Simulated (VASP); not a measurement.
Set up this calculation in VASP 6.6.1, as the native input.

| Quantity | Value |
| --- | --- |
| Task | single point |
| Functional | PBE |
| Potentials or basis | VASP PAW PBE potentials, release 64 (Ce, Li_sv) |
| Cutoff | 520 eV |
| k mesh | 6 × 6 × 6 |
| Occupations | fermi-dirac, width 0.05 eV |
| Spin | collinear spin, ferromagnetic start |
| Starting moments | [1.0, 1.0, 1.0, 0.0] μB |
| Dipole correction | no |
| Further INCAR settings | ALGO = Normal; EDIFF = 1e-06; NBANDS = 32 |

The structure of LiCe3 lies in POSCAR:

```
LiCe3
1.0
    4.7378700000      0.0000000000      0.0000000000
    0.0000000000      4.7378700000      0.0000000000
    0.0000000000      0.0000000000      4.7378700000
Ce Li
3 1
Direct
    0.5000000000      0.0000000000      0.5000000000
    0.0000000000      0.5000000000      0.5000000000
    0.5000000000      0.5000000000      0.0000000000
    0.0000000000      0.0000000000      0.0000000000
```

The input as run:

INCAR

```
PREC = Accurate
ENCUT = 520
EDIFF = 1E-6
ISMEAR = -1
SIGMA = 0.05
LREAL = False
LASPH = True
NELM = 150
ALGO = Normal
ISIF = 2
LWAVE = False
LCHARG = False
ISPIN = 2
MAGMOM = 1 1 1 0
LORBIT = 11
LMAXMIX = 6
GGA = PE
NBANDS = 32
```

KPOINTS

```
Automatic mesh
0
Gamma
  6 6 6
```

Potentials or basis: VASP PAW PBE potentials, release 64 (Ce, Li_sv).

Command:

```sh
$ cat potpaw_PBE.64/Ce/POTCAR potpaw_PBE.64/Li_sv/POTCAR > POTCAR
$ mpirun -np 1 vasp_std > vasp.out
```

Results of the run:

```json
{
  "Net moment": "2.57 μB per cell",
  "Site moments": "Ce +0.72; Li -0.00 μB",
  "Valence electrons inside the program's atomic spheres": "Ce 9.81; Li 2.11"
}
```

Caveat: the magnetic or orbital state may not be the lowest.

It took 7.8 min on 1 thread of Intel Xeon 8259CL, with other jobs on the host, peak memory 0.31 GiB.
